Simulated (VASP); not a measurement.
# TlCl (Pm-3m) in VASP: density of states with LDA

Aim: the density of states of TlCl with LDA.

All numbers are computed with VASP 6.6.1; they aren't measurements. Logs are shortened: lines on timing, memory, paths and dates and some standing lists are left out, and cuts for length are marked.

## 1. The cell of the first run

It takes space group Pm-3m (No. 221, cubic). The conventional cell has a = 3.869 Å, b = 3.869 Å, c = 3.869 Å, α = 90.00°, β = 90.00°, γ = 90.00°. Tl (site symmetry m-3m) has 8 Cl at 3.35 Å and 6 Tl at 3.87 Å within 4.4 Å. Within 4.4 Å of Cl (site symmetry m-3m) lie 8 Tl at 3.35 Å and 6 Cl at 3.87 Å.

## 2. Density of states, LDA

Contents of POSCAR:

```
TlCl
1.0
    3.8690970000      0.0000000000      0.0000000000
    0.0000000000      3.8690970000      0.0000000000
    0.0000000000      0.0000000000      3.8690970000
Tl Cl
1 1
Direct
    0.0000000000      0.0000000000      0.0000000000
    0.5000000000      0.5000000000      0.5000000000
```

Contents of INCAR.step1:

```
ALGO = Normal ; EDIFF = 1E-6
ENCUT = 400 ; GGA_COMPAT = False
ISIF = 2 ; ISMEAR = -1
LASPH = True ; LCHARG = True
LORBIT = 11 ; LREAL = False
LWAVE = False ; NBANDS = 17
NEDOS = 2001 ; NELM = 120
PREC = Accurate ; SIGMA = 0.1
```

Contents of KPOINTS.step1:

```
k-points
0
Gamma
  7 7 7
```

Contents of INCAR.step2:

```
ALGO = Normal ; EDIFF = 1E-6
ENCUT = 400 ; GGA_COMPAT = False
ICHARG = 11 ; ISIF = 2
ISMEAR = -5 ; LASPH = True
LCHARG = False ; LORBIT = 11
LREAL = False ; LWAVE = False
NBANDS = 17 ; NEDOS = 1001
NELM = 120 ; PREC = Accurate
SIGMA = 0.1
```

Contents of KPOINTS.step2:

```
k-points
0
Gamma
  11 11 11
```

Potentials or basis: VASP PAW LDA potentials, release 64 (Tl_d, Cl).

Run with:

```bash
cat potpaw_LDA.64/Tl_d/POTCAR potpaw_LDA.64/Cl/POTCAR > POTCAR
cp INCAR.step1 INCAR
cp KPOINTS.step1 KPOINTS
mpirun -np 1 vasp_std > vasp.out
cp INCAR.step2 INCAR
cp KPOINTS.step2 KPOINTS
mpirun -np 1 vasp_std > vasp.out
```

OUTCAR:

```text
EDIFF = 1E-6
   ENCUT = 400
   ICHARG = 11
   ISIF = 2
   ISMEAR = -5
   LASPH = True
   LORBIT = 11
   LREAL = False
   NELM = 120
   PREC = Accurate

 ion  position               nearest neighbor table
   1  0.000  0.000  0.000-   2 3.35   2 3.35   2 3.35   2 3.35   2 3.35   2 3.35   2 3.35   2 3.35

   2  0.500  0.500  0.500-   1 3.35   1 3.35   1 3.35   1 3.35   1 3.35   1 3.35   1 3.35   1 3.35

  LATTYP: Found a simple cubic cell.
 ALAT       =     3.8690970000

  Lattice vectors:

 A1 = (   3.8690970000,   0.0000000000,   0.0000000000)
 A2 = (   0.0000000000,   3.8690970000,   0.0000000000)
 A3 = (   0.0000000000,   0.0000000000,   3.8690970000)

Analysis of symmetry for initial positions (statically):
=====================================================================
 Subroutine PRICEL returns:
 Original cell was already a primitive cell.

 Routine SETGRP: Setting up the symmetry group for a
 simple cubic supercell.

 Subroutine GETGRP returns: Found 48 space group operations
 (whereof 48 operations were pure point group operations)
 out of a pool of 48 trial point group operations.

The static configuration has the point symmetry O_h .

Analysis of symmetry for dynamics (positions and initial velocities):
=====================================================================
 Subroutine PRICEL returns:
 Original cell was already a primitive cell.

 Routine SETGRP: Setting up the symmetry group for a
 simple cubic supercell.

 Subroutine GETGRP returns: Found 48 space group operations
 (whereof 48 operations were pure point group operations)
 out of a pool of 48 trial point group operations.

The dynamic configuration has the point symmetry O_h .

 Subroutine INISYM returns: Found 48 space group operations
 (whereof 48 operations are pure point group operations),
 and found     1 'primitive' translations

----------------------------------------------------------------------------------------

                                     Primitive cell

  volume of cell :      57.9200

  direct lattice vectors                    reciprocal lattice vectors
     3.869097000  0.000000000  0.000000000     0.258458240  0.000000000  0.000000000
     0.000000000  3.869097000  0.000000000     0.000000000  0.258458240  0.000000000
     0.000000000  0.000000000  3.869097000     0.000000000  0.000000000  0.258458240

  length of vectors
[... 84 lines left out ...]
   EDIFF  = 0.1E-05   stopping-criterion for ELM
   LREAL  =      F    real-space projection
   EDIFFG = 0.1E-04   stopping-criterion for IOM
   NSW    =      0    number of steps for IOM
   IBRION =     -1    ionic relax: 0-MD 1-quasi-New 2-CG
   NFREE  =      0    steps in history (QN), initial steepest desc. (CG)
   ISIF   =      2    stress and relaxation
   ISYM   =      2    0-nonsym 1-usesym 2-fastsym
   POTIM  = 0.5000    time-step for ionic-motion
   TEBEG  =    0.0;   TEEND  =   0.0 temperature during run
   PSTRESS=    0.0 pullay stress
   NELECT =      20.0000    total number of electrons
   NUPDOWN=      -1.0000    fix difference up-down
   EMIN   =  10.00;   EMAX   =-10.00  energy-range for DOS
   EFERMI =   0.00;   METHOD = LEGACY
   ISMEAR =    -5;   SIGMA  =   0.10  broadening in eV -4-tet -1-fermi 0-gaus
   EFERMI_NEDOS =   21; number of points for ismear=-14 and -15
   IALGO  =     38    algorithm
   IMIX   =      4    mixing-type and parameters
     AMIX     =   0.40;   BMIX     =  1.00
     AMIX_MAG =   1.60;   BMIX_MAG =  1.00
  volume/ion in A,a.u.               =      28.96       195.43
  Fermi-wavevector in a.u.,A,eV,Ry     =   1.148529  2.170405 17.947695  1.319118
  Thomas-Fermi vector in A             =   2.285203
   LORBIT       =     11    0 simple, 1 ext, 2 COOP (PROOUT), +10 PAW based schemes
   GGA     = CA    functional components
   LHFCALC =     F    Hartree Fock is set to
   AEXX    =    0.0000 exact exchange contribution
   IVDW    =     0    specifies the selected vdW correction
   LEPSILON=     F    determine dielectric tensor
   LRPA    =     F    only Hartree local field effects (RPA)
 non-spin polarized calculation
 Fermi weights with tetrahedron method with Bloechl corrections
  energy-cutoff  :      400.00
  volume of cell :       57.92
 maximum number of plane-waves:      1070
 NGX is ok and might be reduce to    28

 number of electron      19.9999998 magnetization

 Free energy of the ion-electron system (eV)
  ---------------------------------------------------
  ext. energy  EPLUGINS =         0.00000000
  ---------------------------------------------------
  free energy    TOTEN  =        -6.91081407 eV

  energy without entropy =       -6.91081407  energy(sigma->0) =       -6.91081407

 E-fermi :   2.0984     XC(G=0):  -9.4684

 val. band max:        2.0936708481   @ k =   0.4545   0.0000   0.0000
 cond. band min:       4.1989296735   @ k =   0.4545   0.0000   0.0000
 fundamental gap:      2.1052588254
 Fermi energy:         2.0984230559

 k-point     1 :       0.0000    0.0000    0.0000
  band No.  band energies     occupation
      1     -11.3530      2.00000
      2      -7.7028      2.00000
      3      -7.7028      2.00000
      4      -7.4749      2.00000
      5      -7.4749      2.00000
      6      -7.4749      2.00000
[... 457 lines left out ...]
      4      -7.5247      2.00000
      5      -7.5134      2.00000
      6      -7.4818      2.00000
[... 9 lines left out ...]
     16      14.4925      0.00000
     17      15.1103      0.00000

 [... further k-points ...]
[... 5 lines left out ...]
  --------------------------------------------------------------------------------------
  -------------------------------------------------------------------------------------
  Total       -1.3412883     -1.3412883     -1.3412883      0.0000000      0.0000000     -0.0000000
  in kB      -37.1025600    -37.1025600    -37.1025600      0.0000000      0.0000000     -0.0000000
  external PRESSURE =     -37.1025600 kB  Pullay stress =       0.0000000 kB

 VOLUME and BASIS-vectors are now :
 -----------------------------------------------------------------------------
  energy-cutoff  :      400.00
  volume of cell :       57.92
      direct lattice vectors                 reciprocal lattice vectors
     3.869097000  0.000000000  0.000000000     0.258458240  0.000000000  0.000000000
     0.000000000  3.869097000  0.000000000     0.000000000  0.258458240  0.000000000
     0.000000000  0.000000000  3.869097000     0.000000000  0.000000000  0.258458240

 POSITION                                       TOTAL-FORCE (eV/Angst)
 -----------------------------------------------------------------------------------
      0.00000      0.00000      0.00000         0.000000      0.000000      0.000000
      1.93455      1.93455      1.93455         0.000000      0.000000      0.000000
 -----------------------------------------------------------------------------------
    total drift:                               -0.000000      0.000000      0.000000

  FREE ENERGIE OF THE ION-ELECTRON SYSTEM (eV)
  ---------------------------------------------------
  free  energy   TOTEN  =        -6.9108140705 eV

  energy  without entropy=       -6.9108140705  energy(sigma->0) =       -6.91081407

 total charge

# of ion       s       p       d       tot
------------------------------------------
    1        1.301   0.122   9.658  11.082
    2        1.599   3.453   0.000   5.052
--------------------------------------------------
tot          2.900   3.575   9.658  16.134
```

It took 18 s on 1 thread of Intel Xeon 6975P-C (Granite Rapids), shared host; peak memory 0.15 GiB.

What came out:

| Quantity | Value |
| --- | --- |
| Valence electrons inside the program's atomic spheres | Tl 11.08; Cl 5.05 |

Caveat: spin-orbit coupling is left out, which moves the levels of the heavy elements.
